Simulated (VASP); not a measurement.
# Mo3P5 (Pm-3m) in VASP: a series of runs

Mo3P5 is run at these levels: PBE; tasks: single point, relaxation of cell and atoms.

All numbers are computed with VASP 6.6.1; they aren't measurements. Logs are shortened: lines on timing, memory, paths and dates and some standing lists are left out, and cuts for length are marked.

### Step 1. The cell of the first run

The structure is cubic, space group Pm-3m (No. 221). Conventional cell: a = 4.808 Å, b = 4.808 Å, c = 4.808 Å, α = 90.00°, β = 90.00°, γ = 90.00°. Within 3.2 Å of Mo (site symmetry 4/mmm) lie 6 P at 2.40 Å. P (site symmetry 4/mmm) has 4 Mo at 2.40 Å and 2 P at 2.40 Å within 3.2 Å. Within 3.2 Å of P (site symmetry m-3m) lie 6 P at 2.40 Å. P (site symmetry m-3m) has 6 Mo at 2.40 Å within 3.2 Å.

The cell was generated, and may not be a known phase.

### Step 2. Single point, PBE

INCAR reads:

```
  PREC = Accurate
  ENCUT = 520
  EDIFF = 1E-6
  ISMEAR = 0
  SIGMA = 0.1
  LREAL = False
  LASPH = True
  NELM = 80
  ALGO = Normal
  ISIF = 2
  LWAVE = False
  LCHARG = False
  GGA = PE
  NBANDS = 44
```

KPOINTS reads:

```
regular mesh
0
Gamma
  4 4 4
```

POSCAR reads:

```
Mo3P5
1.0
    4.8079074500      0.0000000000      0.0000000000
    0.0000000000      4.8079074500      0.0000000000
    0.0000000000      0.0000000000      4.8079074500
Mo P
3 5
Direct
    0.5000000000      0.0000000000      0.0000000000
    0.0000000000      0.5000000000      0.0000000000
    0.0000000000      0.0000000000      0.5000000000
    0.0000000000      0.5000000000      0.5000000000
    0.5000000000      0.0000000000      0.5000000000
    0.5000000000      0.5000000000      0.0000000000
    0.5000000000      0.5000000000      0.5000000000
    0.0000000000      0.0000000000      0.0000000000
```

Potentials or basis: VASP PAW PBE potentials, release 64 (Mo_sv, P).

Started as:

```bash
cat potpaw_PBE.64/Mo_sv/POTCAR potpaw_PBE.64/P/POTCAR > POTCAR
mpirun -np 1 vasp_std > vasp.out
```

OUTCAR:

```text
PREC = Accurate
   ENCUT = 520
   EDIFF = 1E-6
   ISMEAR = 0
   LREAL = False
   LASPH = True
   NELM = 80
   ISIF = 2
   GGA = PE

 ion  position               nearest neighbor table
   1  0.500  0.000  0.000-   5 2.40   6 2.40   8 2.40   5 2.40   6 2.40   8 2.40   3 3.40   2 3.40
                             2 3.40   2 3.40   3 3.40   3 3.40   3 3.40   2 3.40
   2  0.000  0.500  0.000-   4 2.40   6 2.40   8 2.40   4 2.40   8 2.40   6 2.40   3 3.40   1 3.40
                             3 3.40   1 3.40   3 3.40   1 3.40   3 3.40   1 3.40
   3  0.000  0.000  0.500-   4 2.40   5 2.40   8 2.40   8 2.40   4 2.40   5 2.40   2 3.40   2 3.40
                             2 3.40   1 3.40   2 3.40   1 3.40   1 3.40   1 3.40
   4  0.000  0.500  0.500-   2 2.40   3 2.40   7 2.40   2 2.40   3 2.40   7 2.40
   5  0.500  0.000  0.500-   1 2.40   3 2.40   7 2.40   1 2.40   7 2.40   3 2.40
   6  0.500  0.500  0.000-   1 2.40   2 2.40   7 2.40   7 2.40   1 2.40   2 2.40
   7  0.500  0.500  0.500-   4 2.40   5 2.40   6 2.40   6 2.40   5 2.40   4 2.40
   8  0.000  0.000  0.000-   1 2.40   2 2.40   3 2.40   3 2.40   2 2.40   1 2.40

  LATTYP: Found a simple cubic cell.
 ALAT       =     4.8079074500

  Lattice vectors:

 A1 = (   4.8079074500,   0.0000000000,   0.0000000000)
 A2 = (   0.0000000000,   4.8079074500,   0.0000000000)
 A3 = (   0.0000000000,   0.0000000000,   4.8079074500)

Analysis of symmetry for initial positions (statically):
=====================================================================
 Subroutine PRICEL returns:
 Original cell was already a primitive cell.

 Routine SETGRP: Setting up the symmetry group for a
 simple cubic supercell.

 Subroutine GETGRP returns: Found 48 space group operations
 (whereof 48 operations were pure point group operations)
 out of a pool of 48 trial point group operations.

The static configuration has the point symmetry O_h .

Analysis of symmetry for dynamics (positions and initial velocities):
=====================================================================
 Subroutine PRICEL returns:
 Original cell was already a primitive cell.

 Routine SETGRP: Setting up the symmetry group for a
 simple cubic supercell.

 Subroutine GETGRP returns: Found 48 space group operations
 (whereof 48 operations were pure point group operations)
 out of a pool of 48 trial point group operations.

The dynamic configuration has the point symmetry O_h .

 Subroutine INISYM returns: Found 48 space group operations
 (whereof 48 operations are pure point group operations),
 and found     1 'primitive' translations

----------------------------------------------------------------------------------------

                                     Primitive cell

  volume of cell :     111.1395

  direct lattice vectors                    reciprocal lattice vectors
     4.807907450  0.000000000  0.000000000     0.207990692  0.000000000  0.000000000
     0.000000000  4.807907450  0.000000000     0.000000000  0.207990692  0.000000000
     0.000000000  0.000000000  4.807907450     0.000000000  0.000000000  0.207990692

  length of vectors
     4.807907450  4.807907450  4.807907450     0.207990692  0.207990692  0.207990692

  position of ions in fractional coordinates (direct lattice)
     0.500000000  0.000000000  0.000000000
     0.000000000  0.500000000  0.000000000
     0.000000000  0.000000000  0.500000000
     0.000000000  0.500000000  0.500000000
     0.500000000  0.000000000  0.500000000
     0.500000000  0.500000000  0.000000000
     0.500000000  0.500000000  0.500000000
     0.000000000  0.000000000  0.000000000

  ion indices of the primitive-cell ions
   primitive index   ion index
                 1           1
                 2           2
                 3           3
                 4           4
                 5           5
                 6           6
                 7           7
                 8           8

----------------------------------------------------------------------------------------

 KPOINTS: regular mesh

Automatic generation of k-mesh.
 Grid dimensions read from file:
 generate k-points for:    4    4    4

 Generating k-lattice:

  Cartesian coordinates                     Fractional coordinates (reciprocal lattice)
     0.051997673  0.000000000  0.000000000     0.250000000  0.000000000  0.000000000
     0.000000000  0.051997673  0.000000000     0.000000000  0.250000000  0.000000000
     0.000000000  0.000000000  0.051997673     0.000000000  0.000000000  0.250000000

  Length of vectors
     0.051997673  0.051997673  0.051997673

  Shift w.r.t. Gamma in fractional coordinates (k-lattice)
     0.000000000  0.000000000  0.000000000

 Subroutine IBZKPT returns following result:
 ===========================================

 Found     10 irreducible k-points:

 Following reciprocal coordinates:
            Coordinates               Weight
  0.000000  0.000000  0.000000      1.000000
  0.250000  0.000000  0.000000      6.000000
  0.500000  0.000000  0.000000      3.000000
  0.250000  0.250000  0.000000     12.000000
  0.500000  0.250000  0.000000     12.000000
  0.500000  0.500000  0.000000      3.000000
  0.250000  0.250000  0.250000      8.000000
  0.500000  0.250000  0.250000     12.000000
  0.500000  0.500000  0.250000      6.000000
  0.500000  0.500000  0.500000      1.000000
   k-points           NKPTS =     10   k-points in BZ     NKDIM =     10   number of bands    NBANDS=     44
   number of dos      NEDOS =    301   number of ions     NIONS =      8
   total plane-waves  NPLWV =  46656
   dimension x,y,z NGX =    36 NGY =   36 NGZ =   36
   dimension x,y,z NGXF=    72 NGYF=   72 NGZF=   72
   ions per type =               3   5
   NGX,Y,Z   is equivalent  to a cutoff of  12.45, 12.45, 12.45 a.u.
   NGXF,Y,Z  is equivalent  to a cutoff of  24.90, 24.90, 24.90 a.u.
 SYSTEM =  unknown system
   PREC   = accura    normal or accurate (medium, high low for compatibility)
   ISTART =      0    job   : 0-new  1-cont  2-samecut
   ICHARG =      2    charge: 1-file 2-atom 10-const
   ISPIN  =      1    spin polarized calculation?
   LNONCOLLINEAR =      F non collinear calculations
   LSORBIT =      F    spin-orbit coupling
   LASPH  =      T    aspherical Exc in radial PAW
   ENCUT  =  520.0 eV  38.22 Ry    6.18 a.u.   8.94  8.94  8.94*2*pi/ulx,y,z
   NELM   =     80;   NELMIN=  2; NELMDL= -5     # of ELM steps
   EDIFF  = 0.1E-05   stopping-criterion for ELM
   LREAL  =      F    real-space projection
   EDIFFG = 0.1E-04   stopping-criterion for IOM
   NSW    =      0    number of steps for IOM
   IBRION =     -1    ionic relax: 0-MD 1-quasi-New 2-CG
   NFREE  =      0    steps in history (QN), initial steepest desc. (CG)
   ISIF   =      2    stress and relaxation
   ISYM   =      2    0-nonsym 1-usesym 2-fastsym
   POTIM  = 0.5000    time-step for ionic-motion
   TEBEG  =    0.0;   TEEND  =   0.0 temperature during run
   PSTRESS=    0.0 pullay stress
   NELECT =      67.0000    total number of electrons
   NUPDOWN=      -1.0000    fix difference up-down
   EMIN   =  10.00;   EMAX   =-10.00  energy-range for DOS
   EFERMI =   0.00;   METHOD = LEGACY
   ISMEAR =     0;   SIGMA  =   0.10  broadening in eV -4-tet -1-fermi 0-gaus
   EFERMI_NEDOS =   21; number of points for ismear=-14 and -15
   IALGO  =     38    algorithm
   IMIX   =      4    mixing-type and parameters
     AMIX     =   0.40;   BMIX     =  1.00
     AMIX_MAG =   1.60;   BMIX_MAG =  1.00
  volume/ion in A,a.u.               =      13.89        93.75
  Fermi-wavevector in a.u.,A,eV,Ry     =   1.382962  2.613420 26.022294  1.912585
  Thomas-Fermi vector in A             =   2.507605
   LORBIT       =      0    0 simple, 1 ext, 2 COOP (PROOUT), +10 PAW based schemes
   GGA     = PE    functional components
   LHFCALC =     F    Hartree Fock is set to
   AEXX    =    0.0000 exact exchange contribution
   IVDW    =     0    specifies the selected vdW correction
   LEPSILON=     F    determine dielectric tensor
   LRPA    =     F    only Hartree local field effects (RPA)
 non-spin polarized calculation
 Gauss-broadening in eV      SIGMA  =   0.10
  energy-cutoff  :      520.00
  volume of cell :      111.14
 maximum number of plane-waves:      3016
 NGX is ok and might be reduce to    36
   NGX = 17   NGY = 17   NGZ = 17

 number of electron      67.0000000 magnetization

 Free energy of the ion-electron system (eV)
  ---------------------------------------------------
  ext. energy  EPLUGINS =         0.00000000
  ---------------------------------------------------
  free energy    TOTEN  =       -58.40938392 eV

  energy without entropy =      -58.38105707  energy(sigma->0) =      -58.39522049

 E-fermi :  11.9385     XC(G=0): -12.4515

 val. band max:       11.9333925391   @ k =   0.5000   0.2500   0.0000
 cond. band min:      12.0767558444   @ k =   0.5000   0.2500   0.0000
 fundamental gap:      0.1433633052
 Fermi energy:        11.9384971136

 k-point     1 :       0.0000    0.0000    0.0000
  band No.  band energies     occupation
      1     -49.2850      2.00000
      2     -49.2591      2.00000
      3     -49.2591      2.00000
      4     -23.6978      2.00000
      5     -23.6978      2.00000
      6     -23.6978      2.00000
[... 36 lines left out ...]
     43      13.2483      0.00000
     44      16.3767      0.00000

 k-point     2 :       0.2500    0.0000    0.0000
  band No.  band energies     occupation
      1     -49.2816      2.00000
      2     -49.2623      2.00000
      3     -49.2590      2.00000
      4     -23.6914      2.00000
      5     -23.6914      2.00000
      6     -23.6892      2.00000
[... 36 lines left out ...]
     43      14.1058      0.00000
     44      15.9414      0.00000

 k-point     3 :       0.5000    0.0000    0.0000
  band No.  band energies     occupation
      1     -49.2762      2.00000
      2     -49.2676      2.00000
      3     -49.2589      2.00000
      4     -23.6847      2.00000
      5     -23.6847      2.00000
      6     -23.6794      2.00000
[... 318 lines left out ...]
     43      16.1257      0.00000
     44      16.6007      0.00000

 k-point    10 :       0.5000    0.5000    0.5000
  band No.  band energies     occupation
      1     -49.2673      2.00000
      2     -49.2673      2.00000
      3     -49.2673      2.00000
      4     -23.8514      2.00000
      5     -23.5909      2.00000
      6     -23.5909      2.00000
[... 36 lines left out ...]
     43      16.3544      0.00000
     44      16.3544      0.00000

------------------------ aborting loop because EDIFF is reached ----------------------------------------

  FORCE on cell =-STRESS in cart. coord.  units (eV):
  Direction    XX          YY          ZZ          XY          YZ          ZX
  --------------------------------------------------------------------------------------
  -------------------------------------------------------------------------------------
  Total       11.9860518     11.9860518     11.9860518      0.0000000     -0.0000000      0.0000000
  in kB      172.7899327    172.7899327    172.7899327      0.0000000     -0.0000000      0.0000000
  external PRESSURE =     172.7899327 kB  Pullay stress =       0.0000000 kB

 VOLUME and BASIS-vectors are now :
 -----------------------------------------------------------------------------
  energy-cutoff  :      520.00
  volume of cell :      111.14
      direct lattice vectors                 reciprocal lattice vectors
     4.807907450  0.000000000  0.000000000     0.207990692  0.000000000  0.000000000
     0.000000000  4.807907450  0.000000000     0.000000000  0.207990692  0.000000000
     0.000000000  0.000000000  4.807907450     0.000000000  0.000000000  0.207990692

 POSITION                                       TOTAL-FORCE (eV/Angst)
 -----------------------------------------------------------------------------------
      2.40395      0.00000      0.00000         0.000000      0.000000      0.000000
      0.00000      2.40395      0.00000         0.000000      0.000000      0.000000
      0.00000      0.00000      2.40395         0.000000      0.000000      0.000000
      0.00000      2.40395      2.40395         0.000000      0.000000      0.000000
      2.40395      0.00000      2.40395         0.000000      0.000000      0.000000
      2.40395      2.40395      0.00000         0.000000      0.000000      0.000000
      2.40395      2.40395      2.40395         0.000000      0.000000      0.000000
      0.00000      0.00000      0.00000         0.000000      0.000000      0.000000
 -----------------------------------------------------------------------------------
    total drift:                                0.000000     -0.000000     -0.000000

  FREE ENERGIE OF THE ION-ELECTRON SYSTEM (eV)
  ---------------------------------------------------
  free  energy   TOTEN  =       -58.4093839233 eV

  energy  without entropy=      -58.3810570662  energy(sigma->0) =      -58.39522049
```

Wall time 48 s (1 thread of Intel Xeon Platinum 8175M at 2.50GHz (Skylake/Cascade Lake), shared host); peak memory 0.21 GiB.

What came out:

```yaml
Free_energy: -58.4094 eV
Pressure: 17.3 GPa
Band_gap_on_the_k_mesh: zero (an odd number of electrons rules out a gap without spin polarisation)
```

Levels at points of the mesh, in eV from the Fermi level:
```tsv
k point	band 30	band 31	band 32	band 33	band 34	band 35	band 36	band 37	band 38	band 39
(0.00, 0.00, 0.00)	-1.68	-1.68	-1.51	-1.51	-1.51	-0.64	-0.03	-0.03	-0.03	1.08
(0.50, 0.00, 0.00)	-1.90	-1.50	-0.24	-0.24	-0.23	-0.21	0.46	0.90	0.90	1.09
(0.50, 0.50, 0.00)	-0.78	-0.75	-0.75	-0.49	0.47	0.81	0.81	0.86	0.86	1.03
(0.50, 0.50, 0.50)	-0.31	-0.31	-0.31	0.33	0.33	0.33	1.20	1.20	1.20	1.83
```

Caveat: the cell stands under pressure; an odd number of electrons without spin polarisation forces a metal; a magnetic or distorted state may lie lower.

### Step 3. Single point, PBE

This run uses another cell than the first one, of 15.12 Å³/atom.

INCAR reads:

```
  ALGO = Normal
  EDIFF = 1E-6
  ENCUT = 520
  GGA = PE
  ISIF = 2
  ISMEAR = 0
  LASPH = True
  LCHARG = False
  LREAL = False
  LWAVE = False
  NBANDS = 44
  NELM = 80
  PREC = Accurate
  SIGMA = 0.1
```

KPOINTS reads:

```
k-points
0
Gamma
  4 4 4
```

Edit POSCAR of step 2 so:

```diff
@@ -2,5 +2,5 @@
 1.0
-    4.8079074500      0.0000000000      0.0000000000
-    0.0000000000      4.8079074500      0.0000000000
-    0.0000000000      0.0000000000      4.8079074500
+    4.9456791156      0.0000000000      0.0000000000
+    0.0000000000      4.9456791156      0.0000000000
+    0.0000000000      0.0000000000      4.9456791156
 Mo P
```

Potentials or basis: VASP PAW PBE potentials, release 64 (Mo_sv, P).

Started as:

```bash
cat potpaw_PBE.64/Mo_sv/POTCAR potpaw_PBE.64/P/POTCAR > POTCAR
mpirun -np 1 vasp_std > vasp.out
```

Run time: 69 s. Hardware: 1 thread of Intel Xeon Platinum 8175M at 2.50GHz (Skylake/Cascade Lake), shared host; peak memory 0.25 GiB.

The run converged. Its results:

```yaml
Free_energy: -58.9092 eV
Pressure: 0.1 GPa
Band_gap_on_the_k_mesh: zero (an odd number of electrons rules out a gap without spin polarisation)
```

Levels at points of the mesh, in eV from the Fermi level:
```csv
k point,band 30,band 31,band 32,band 33,band 34,band 35,band 36,band 37,band 38,band 39
"(0.00, 0.00, 0.00)",-1.49,-1.49,-1.26,-1.26,-1.26,-0.55,-0.11,-0.11,-0.11,0.92
"(0.50, 0.00, 0.00)",-1.79,-1.32,-0.27,-0.22,-0.20,-0.20,0.40,0.78,0.78,0.92
"(0.50, 0.50, 0.00)",-0.67,-0.67,-0.66,-0.39,0.41,0.67,0.67,0.76,0.76,0.85
"(0.50, 0.50, 0.50)",-0.34,-0.34,-0.34,0.26,0.26,0.26,1.00,1.00,1.00,1.64
```

Caveat: an odd number of electrons without spin polarisation forces a metal; a magnetic or distorted state may lie lower.

(Continued in part 2 of 2.)

The gap in the log of VASP goes by the Fermi energy; the results here count the filled bands.